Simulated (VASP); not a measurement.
# PbSe (scan) (Fm-3m) in VASP: notebook

PbSe (scan) is run at these levels: r2SCAN; tasks: single point, relaxation of cell and atoms.

All numbers are computed with VASP 6.6.1; they aren't measurements. Logs are shortened: lines on timing, memory, paths and dates and some standing lists are left out, and cuts for length are marked.

### 1 The cell of the first run

Symmetry: Fm-3m, No. 225, cubic system. The conventional cell has a = 6.124 Å, b = 6.124 Å, c = 6.124 Å, α = 90.00°, β = 90.00°, γ = 90.00°. Pb (site symmetry m-3m) has 6 Se at 3.06 Å within 4.0 Å. Within 4.0 Å of Se (site symmetry m-3m) lie 6 Pb at 3.06 Å.

### 2 Single point, r2SCAN

POSCAR reads:

```
PbSe
1.0
    0.0000000000      3.0620000000      3.0620000000
    3.0620000000      0.0000000000      3.0620000000
    3.0620000000      3.0620000000      0.0000000000
Pb Se
1 1
Direct
    0.0000000000      0.0000000000      0.0000000000
    0.5000000000      0.5000000000      0.5000000000
```

INCAR.step1 reads:

```
ALGO     = Normal         # electronic algorithm
EDIFF    = 1E-4           # SCF threshold, eV
ENCUT    = 520            # plane-wave cutoff, eV
GGA      = PE             # functional
ISMEAR   = 0              # smearing method
LASPH    = True           # aspherical terms in the spheres
LCHARG   = False          # write CHGCAR
LREAL    = False          # projectors in reciprocal space
LWAVE    = True           # write WAVECAR
NBANDS   = 17             # bands
NELM     = 100            # most SCF steps
PREC     = Accurate       # precision mode
SIGMA    = 0.1            # smearing width, eV
```

INCAR.step2 reads:

```
ALGO     = Normal         # electronic algorithm
EDIFF    = 1E-6           # SCF threshold, eV
ENCUT    = 520            # plane-wave cutoff, eV
ISIF     = 2              # what is computed and relaxed
ISMEAR   = 0              # smearing method
ISTART   = 1            
LASPH    = True           # aspherical terms in the spheres
LCHARG   = False          # write CHGCAR
LMIXTAU  = True         
LREAL    = False          # projectors in reciprocal space
LWAVE    = False          # write WAVECAR
METAGGA  = R2SCAN         # meta-GGA
NBANDS   = 17             # bands
NELM     = 100            # most SCF steps
PREC     = Accurate       # precision mode
SIGMA    = 0.1            # smearing width, eV
```

KPOINTS reads:

```
k-points
0
Gamma
  6 6 6
```

Potentials or basis: VASP PAW PBE potentials, release 64 (Pb_d, Se).

Started as:

```console
cat potpaw_PBE.64/Pb_d/POTCAR potpaw_PBE.64/Se/POTCAR > POTCAR
cp INCAR.step1 INCAR
mpirun -np 1 vasp_std > vasp.out
cp INCAR.step2 INCAR
mpirun -np 1 vasp_std > vasp.out
```

OUTCAR:

```text
EDIFF = 1E-6
   ENCUT = 520
   ISIF = 2
   ISMEAR = 0
   ISTART = 1
   LASPH = True
   LREAL = False
   METAGGA = R2SCAN
   NELM = 100
   PREC = Accurate

 ion  position               nearest neighbor table
   1  0.000  0.000  0.000-   2 3.06   2 3.06   2 3.06   2 3.06   2 3.06   2 3.06
   2  0.500  0.500  0.500-   1 3.06   1 3.06   1 3.06   1 3.06   1 3.06   1 3.06

  LATTYP: Found a face centered cubic cell.
 ALAT       =     6.1240000000

  Lattice vectors:

 A1 = (   0.0000000000,   3.0620000000,   3.0620000000)
 A2 = (   3.0620000000,   0.0000000000,   3.0620000000)
 A3 = (   3.0620000000,   3.0620000000,   0.0000000000)

Analysis of symmetry for initial positions (statically):
=====================================================================
 Subroutine PRICEL returns:
 Original cell was already a primitive cell.

 Routine SETGRP: Setting up the symmetry group for a
 face centered cubic supercell.

 Subroutine GETGRP returns: Found 48 space group operations
 (whereof 48 operations were pure point group operations)
 out of a pool of 48 trial point group operations.

The static configuration has the point symmetry O_h .

Analysis of symmetry for dynamics (positions and initial velocities):
=====================================================================
 Subroutine PRICEL returns:
 Original cell was already a primitive cell.

 Routine SETGRP: Setting up the symmetry group for a
 face centered cubic supercell.

 Subroutine GETGRP returns: Found 48 space group operations
 (whereof 48 operations were pure point group operations)
 out of a pool of 48 trial point group operations.

The dynamic configuration has the point symmetry O_h .

 Subroutine INISYM returns: Found 48 space group operations
 (whereof 48 operations are pure point group operations),
 and found     1 'primitive' translations

----------------------------------------------------------------------------------------

                                     Primitive cell

  volume of cell :      57.4177

  direct lattice vectors                    reciprocal lattice vectors
     0.000000000  3.062000000  3.062000000    -0.163291966  0.163291966  0.163291966
     3.062000000  0.000000000  3.062000000     0.163291966 -0.163291966  0.163291966
     3.062000000  3.062000000  0.000000000     0.163291966  0.163291966 -0.163291966

  length of vectors
     4.330321928  4.330321928  4.330321928     0.282829982  0.282829982  0.282829982

  position of ions in fractional coordinates (direct lattice)
     0.000000000  0.000000000  0.000000000
     0.500000000  0.500000000  0.500000000

  ion indices of the primitive-cell ions
   primitive index   ion index
                 1           1
                 2           2

----------------------------------------------------------------------------------------

 KPOINTS: k-points

Automatic generation of k-mesh.
 Grid dimensions read from file:
 generate k-points for:    6    6    6

 Generating k-lattice:

  Cartesian coordinates                     Fractional coordinates (reciprocal lattice)
    -0.027215328  0.027215328  0.027215328     0.166666667  0.000000000  0.000000000
     0.027215328 -0.027215328  0.027215328     0.000000000  0.166666667  0.000000000
     0.027215328  0.027215328 -0.027215328     0.000000000  0.000000000  0.166666667

  Length of vectors
     0.047138330  0.047138330  0.047138330

  Shift w.r.t. Gamma in fractional coordinates (k-lattice)
     0.000000000  0.000000000  0.000000000

 Subroutine IBZKPT returns following result:
 ===========================================

 Found     16 irreducible k-points:

 Following reciprocal coordinates:
            Coordinates               Weight
  0.000000  0.000000  0.000000      1.000000
  0.166667  0.000000  0.000000      8.000000
  0.333333  0.000000  0.000000      8.000000
  0.500000  0.000000  0.000000      4.000000
  0.166667  0.166667  0.000000      6.000000
  0.333333  0.166667  0.000000     24.000000
[... 8 lines left out ...]
 -0.333333  0.333333  0.166667     24.000000
 -0.333333  0.500000  0.166667     12.000000
   k-points           NKPTS =     16   k-points in BZ     NKDIM =     16   number of bands    NBANDS=     17
   number of dos      NEDOS =    301   number of ions     NIONS =      2
   total plane-waves  NPLWV =  32768
   dimension x,y,z NGX =    32 NGY =   32 NGZ =   32
   dimension x,y,z NGXF=    64 NGYF=   64 NGZF=   64
   ions per type =               1   1
   NGX,Y,Z   is equivalent  to a cutoff of  12.29, 12.29, 12.29 a.u.
   NGXF,Y,Z  is equivalent  to a cutoff of  24.57, 24.57, 24.57 a.u.
 SYSTEM =  unknown system
   PREC   = accura    normal or accurate (medium, high low for compatibility)
   ISTART =      1    job   : 0-new  1-cont  2-samecut
   ICHARG =      0    charge: 1-file 2-atom 10-const
   ISPIN  =      1    spin polarized calculation?
   LNONCOLLINEAR =      F non collinear calculations
   LSORBIT =      F    spin-orbit coupling
   LASPH  =      T    aspherical Exc in radial PAW
   ENCUT  =  520.0 eV  38.22 Ry    6.18 a.u.   8.05  8.05  8.05*2*pi/ulx,y,z
   NELM   =    100;   NELMIN=  2; NELMDL=  0     # of ELM steps
   EDIFF  = 0.1E-05   stopping-criterion for ELM
   LREAL  =      F    real-space projection
   EDIFFG = 0.1E-04   stopping-criterion for IOM
   NSW    =      0    number of steps for IOM
   IBRION =     -1    ionic relax: 0-MD 1-quasi-New 2-CG
   NFREE  =      0    steps in history (QN), initial steepest desc. (CG)
   ISIF   =      2    stress and relaxation
   ISYM   =      2    0-nonsym 1-usesym 2-fastsym
   POTIM  = 0.5000    time-step for ionic-motion
   TEBEG  =    0.0;   TEEND  =   0.0 temperature during run
   PSTRESS=    0.0 pullay stress
   NELECT =      20.0000    total number of electrons
   NUPDOWN=      -1.0000    fix difference up-down
   EMIN   =  10.00;   EMAX   =-10.00  energy-range for DOS
   EFERMI =   0.00;   METHOD = LEGACY
   ISMEAR =     0;   SIGMA  =   0.10  broadening in eV -4-tet -1-fermi 0-gaus
   EFERMI_NEDOS =   21; number of points for ismear=-14 and -15
   IALGO  =     38    algorithm
   IMIX   =      4    mixing-type and parameters
     AMIX     =   0.40;   BMIX     =  1.00
     AMIX_MAG =   1.60;   BMIX_MAG =  1.00
  volume/ion in A,a.u.               =      28.71       193.74
  Fermi-wavevector in a.u.,A,eV,Ry     =   1.151869  2.176716 18.052230  1.326802
  Thomas-Fermi vector in A             =   2.288524
   LORBIT       =      0    0 simple, 1 ext, 2 COOP (PROOUT), +10 PAW based schemes
   METAGGA = R2SCAN    functional components
   LHFCALC =     F    Hartree Fock is set to
   AEXX    =    0.0000 exact exchange contribution
   IVDW    =     0    specifies the selected vdW correction
   LEPSILON=     F    determine dielectric tensor
   LRPA    =     F    only Hartree local field effects (RPA)
 non-spin polarized calculation
 Gauss-broadening in eV      SIGMA  =   0.10
  energy-cutoff  :      520.00
  volume of cell :       57.42
 maximum number of plane-waves:      1572
   NGX = 17   NGY = 17   NGZ = 17

 number of electron      20.0000000 magnetization

 Free energy of the ion-electron system (eV)
  ---------------------------------------------------
  ext. energy  EPLUGINS =         0.00000000
  ---------------------------------------------------
  free energy    TOTEN  =       -71.93425100 eV

  energy without entropy =      -71.93425059  energy(sigma->0) =      -71.93425080

 E-fermi :   5.1948     XC(G=0): -10.0622

 val. band max:        4.9026043762   @ k =   0.5000   0.0000   0.0000
 cond. band min:       5.4870555845   @ k =   0.5000   0.0000   0.0000
 fundamental gap:      0.5844512083
 Fermi energy:         5.1948301483

 k-point     1 :       0.0000    0.0000    0.0000
  band No.  band energies     occupation
      1     -12.5632      2.00000
      2     -12.5632      2.00000
      3     -12.5632      2.00000
      4     -12.5601      2.00000
      5     -12.5601      2.00000
      6      -9.2400      2.00000
[... 9 lines left out ...]
     16      11.8604      0.00000
     17      13.5369      0.00000

 k-point     2 :       0.1667    0.0000    0.0000
  band No.  band energies     occupation
      1     -12.5674      2.00000
      2     -12.5674      2.00000
      3     -12.5623      2.00000
      4     -12.5545      2.00000
      5     -12.5545      2.00000
      6      -9.0259      2.00000
[... 9 lines left out ...]
     16      12.4565      0.00000
     17      15.3468      0.00000

 k-point     3 :       0.3333    0.0000    0.0000
  band No.  band energies     occupation
      1     -12.5805      2.00000
      2     -12.5805      2.00000
      3     -12.5609      2.00000
      4     -12.5382      2.00000
      5     -12.5382      2.00000
      6      -8.4960      2.00000
[... 9 lines left out ...]
     16      13.9580      0.00000
     17      17.3147      0.00000

 k-point     4 :       0.5000    0.0000    0.0000
  band No.  band energies     occupation
      1     -12.5871      2.00000
      2     -12.5871      2.00000
      3     -12.5603      2.00000
      4     -12.5301      2.00000
      5     -12.5301      2.00000
      6      -8.1421      2.00000
[... 9 lines left out ...]
     16      15.5847      0.00000
     17      15.5847      0.00000
[... 183 lines left out ...]
      1     -12.6321      2.00000
      2     -12.5644      2.00000
      3     -12.5635      2.00000
      4     -12.5355      2.00000
      5     -12.5310      2.00000
      6      -8.0820      2.00000
[... 9 lines left out ...]
     16      15.6992      0.00000
     17      16.1201      0.00000

 k-point    15 :      -0.3333    0.3333    0.1667
  band No.  band energies     occupation
      1     -12.6422      2.00000
      2     -12.5684      2.00000
      3     -12.5505      2.00000
      4     -12.5472      2.00000
      5     -12.5244      2.00000
      6      -7.8298      2.00000
[... 9 lines left out ...]
     16      16.8419      0.00000
     17      17.0286      0.00000

 k-point    16 :      -0.3333    0.5000    0.1667
  band No.  band energies     occupation
      1     -12.6728      2.00000
      2     -12.5662      2.00000
      3     -12.5555      2.00000
      4     -12.5351      2.00000
      5     -12.5189      2.00000
      6      -7.7250      2.00000
[... 9 lines left out ...]
     16      17.2194      0.00000
     17      18.0975      0.00000

------------------------ aborting loop because EDIFF is reached ----------------------------------------

  FORCE on cell =-STRESS in cart. coord.  units (eV):
  Direction    XX          YY          ZZ          XY          YZ          ZX
  --------------------------------------------------------------------------------------
  -------------------------------------------------------------------------------------
  Total        0.5111910      0.5111910      0.5111910     -0.0000000      0.0000000     -0.0000000
  in kB       14.2642273     14.2642273     14.2642273     -0.0000000      0.0000000     -0.0000000
  external PRESSURE =      14.2642273 kB  Pullay stress =       0.0000000 kB

 VOLUME and BASIS-vectors are now :
 -----------------------------------------------------------------------------
  energy-cutoff  :      520.00
  volume of cell :       57.42
      direct lattice vectors                 reciprocal lattice vectors
     0.000000000  3.062000000  3.062000000    -0.163291966  0.163291966  0.163291966
     3.062000000  0.000000000  3.062000000     0.163291966 -0.163291966  0.163291966
     3.062000000  3.062000000  0.000000000     0.163291966  0.163291966 -0.163291966

 POSITION                                       TOTAL-FORCE (eV/Angst)
 -----------------------------------------------------------------------------------
      0.00000      0.00000      0.00000         0.000000      0.000000     -0.000000
      3.06200      3.06200      3.06200         0.000000      0.000000      0.000000
 -----------------------------------------------------------------------------------
    total drift:                                0.000000     -0.000000     -0.000000

  FREE ENERGIE OF THE ION-ELECTRON SYSTEM (eV)
  ---------------------------------------------------
  free  energy   TOTEN  =       -71.9342510035 eV

  energy  without entropy=      -71.9342505948  energy(sigma->0) =      -71.93425080
```

Wall time 41 s (1 thread of Intel Xeon Platinum 8259CL at 2.50GHz (Skylake/Cascade Lake), shared host); peak memory 0.19 GiB.

What came out:

* Free energy: -71.9343 eV
* Pressure: 1.4 GPa
* Band gap on the k mesh: 0.58 eV, direct

Levels at points of the mesh, in eV from the valence-band top:
```csv
k point,band 7,band 8,band 9,band 10,band 11,band 12,band 13,band 14
"(0.00, 0.00, 0.00)",-6.36,-2.03,-2.03,-2.03,5.03,5.03,5.03,6.96
"(0.50, 0.00, 0.00)",-9.06,-1.61,-1.61,0.00,0.58,1.92,1.92,9.08
"(0.50, 0.50, 0.00)",-7.55,-5.15,-3.39,-3.39,4.02,5.99,5.99,6.47
```

Caveat: the PAW data sets were made with another functional, which shifts forces and pressure a little; spin-orbit coupling is left out, which moves the levels of the heavy elements. A k mesh can miss the band edges.

### 3 Single point, r2SCAN

This run uses another cell than the first one, of 29.47 Å³/atom, 1.026 times its volume.

POSCAR reads:

```
PbSe
1.0
    0.0000000000      3.0886779564      3.0886779564
    3.0886779564      0.0000000000      3.0886779564
    3.0886779564      3.0886779564      0.0000000000
Pb Se
1 1
Direct
    0.0000000000      0.0000000000      0.0000000000
    0.5000000000      0.5000000000      0.5000000000
```

INCAR.step1 reads:

```
SYSTEM = PbSe
  PREC = Accurate
  ENCUT = 520
  ISMEAR = 0
  SIGMA = 0.02
  LREAL = .False.
  LASPH = .True.
  NELM = 60
  NBANDS = 17
  GGA = PE
  ALGO = Normal
  EDIFF = 1E-4
  LWAVE = .True.
  LCHARG = .False.
```

INCAR.step2 reads:

```
SYSTEM = PbSe
  PREC = Accurate
  ENCUT = 520
  EDIFF = 1E-6
  ISMEAR = 0
  SIGMA = 0.02
  LREAL = .False.
  LASPH = .True.
  NELM = 60
  ALGO = Normal
  ISIF = 2
  LWAVE = .False.
  LCHARG = .True.
  METAGGA = R2SCAN
  LMIXTAU = .True.
  LELF = .True.
  LVHAR = .True.
  NBANDS = 17
  ISTART = 1
```

KPOINTS reads:

```
Automatic mesh
0
Gamma
  8 8 8
  0 0 0
```

Potentials or basis: VASP PAW PBE potentials, release 64 (Pb_d, Se).

Started as:

```console
cat potpaw_PBE.64/Pb_d/POTCAR potpaw_PBE.64/Se/POTCAR > POTCAR
cp INCAR.step1 INCAR
mpirun -np 1 vasp_std > vasp.out
cp INCAR.step2 INCAR
mpirun -np 1 vasp_std > vasp.out
```

It took 63 s on 1 thread of Intel Xeon Platinum 8259CL at 2.50GHz (Skylake/Cascade Lake), shared host; peak memory 0.2 GiB.

Results (log left out):

```yaml
Free_energy: -71.9394 eV
Pressure: 0.0 GPa
Band_gap_on_the_k_mesh: 0.67 eV, direct
```

Levels at points of the mesh, in eV from the valence-band top:
```csv
k point,band 6,band 7,band 8,band 9,band 10,band 11,band 12,band 13,band 14,band 15
"(0.00, 0.00, 0.00)",-13.89,-6.38,-1.88,-1.88,-1.88,5.00,5.00,5.00,7.04,7.04
"(0.50, 0.00, 0.00)",-12.85,-8.89,-1.48,-1.48,0.00,0.67,2.00,2.00,9.07,10.63
"(0.50, 0.50, 0.00)",-12.50,-7.48,-4.90,-3.19,-3.19,4.16,5.91,5.91,6.37,11.79
```

Caveat: the PAW data sets were made with another functional, which shifts forces and pressure a little; spin-orbit coupling is left out, which moves the levels of the heavy elements. A k mesh can miss the band edges.

(Part 1 of 2 ends here.)
